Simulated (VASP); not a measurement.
Here is a VASP 6.6.1 calculation.

File INCAR:

```
SYSTEM = LaB
ALGO = Normal
EDIFF = 1E-6
ENCUT = 520
GGA = PE
ISIF = 2
ISMEAR = 0
LASPH = .TRUE.
LCHARG = .TRUE.
LELF = .TRUE.
LREAL = .FALSE.
LVHAR = .TRUE.
LWAVE = .FALSE.
NBANDS = 14
NELM = 80
PREC = Accurate
SIGMA = 0.05
```

The input KPOINTS:

```
k-points
0
G
  10 10 10
  0 0 0
```

The input POSCAR:

```
LaB
1.0
    0.0000000000      2.7974566796      2.7974566796
    2.7974566796      0.0000000000      2.7974566796
    2.7974566796      2.7974566796      0.0000000000
La B
1 1
Direct
    0.5000000000      0.5000000000      0.5000000000
    0.0000000000      0.0000000000      0.0000000000
```

Potentials or basis: VASP PAW PBE potentials, release 64 (La, B).

The run is started by

```console
$ cat potpaw_PBE.64/La/POTCAR potpaw_PBE.64/B/POTCAR > POTCAR
$ mpirun -np 1 vasp_std > vasp.out
```

Question: What does it give for the band gap on the k mesh?

Answer: Zero (bands 7 and 8 overlap by 2.02 eV).

Question: Estimate the pressure.

Answer: 2.5 GPa.

Caveat: spin-orbit coupling is left out, which moves the levels of the heavy elements.
